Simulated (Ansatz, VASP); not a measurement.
# Two plane-wave programs on Rb

INCAR

```
SYSTEM = Rb
ALGO     = Normal         ! electronic algorithm
EDIFF    = 1E-6           ! SCF threshold, eV
EDIFFG   = -0.01          ! ionic threshold
ENCUT    = 600            ! plane-wave cutoff, eV
IBRION   = 2              ! ionic algorithm
ISIF     = 3              ! what is computed and relaxed
ISMEAR   = 0              ! smearing method
LASPH    = .TRUE.         ! aspherical terms in the spheres
LCHARG   = .FALSE.        ! write CHGCAR
LREAL    = .FALSE.        ! projectors in reciprocal space
LWAVE    = .FALSE.        ! write WAVECAR
NELM     = 100            ! most SCF steps
NSW      = 80             ! ionic steps
PREC     = Accurate       ! precision mode
SIGMA    = 0.1            ! smearing width, eV
```

The input KPOINTS:

```
k-points
0
G
  5 5 5
  0 0 0
```

File POSCAR:

```
Rb
1.0
    4.9915730000      0.0000000000      0.0000000000
   -2.0035305509      4.5718340243      0.0000000000
   -1.4940214929     -2.2859174227      4.1783109422
Rb
1
Direct
    0.0000000000      0.0000000000      0.0000000000
```

Input for Ansatz:

```yaml
crystal:
  lattice:
    - [4.991573, 0.0, 0.0]
    - [-2.0035305509289056, 4.5718340243083535, 0.0]
    - [-1.4940214928724684, -2.285917422721258, 4.178310942194647]
  atoms:
    - { symbol: Rb, position: [0.0, 0.0, 0.0] }
accuracy: medium
basis:
  ecutwfc: 530.622031796766
kpoints:
  mp_grid:
    grid: [5, 5, 5]
    shift: [0.0, 0.0, 0.0]
hamiltonian:
  xc: lda
  dispersion: none
scf:
  max_iter: 100
  convergence:
    dr2_threshold: 1.0e-08
  mixing:
    algorithm: msr1
    beta: 0.1
  occupations:
    method: gaussian
relax:
  cell: {}
```

Alike in both runs: task relaxation of cell and atoms; functional LDA; k mesh 5 × 5 × 5; no spin polarisation.

```csv
,VASP,Ansatz
version,VASP 6.6.1,Ansatz 0.2.0
potentials or method,"VASP PAW LDA potentials, release 64 (Rb_sv), cutoff 600 eV","plane waves, PAW"
occupations,"gaussian, width 0.1 eV",gaussian
valence electrons in the cell,9,9
```

```tsv
	VASP	Ansatz	Ansatz less VASP
relaxed volume (Å³/atom)	76.80	77.21	+0.402
relaxed cell length with the largest relative difference (Å)	4.647	4.656	+0.0089
```

LDA's correlation is that of Perdew and Zunger in VASP and of Perdew and Wang (1992) in Ansatz. Ansatz's warnings: stress scf threshold loose.

Noted on VASP's run: the volume moved by over 15 % at a fixed basis, so the end points are rough.
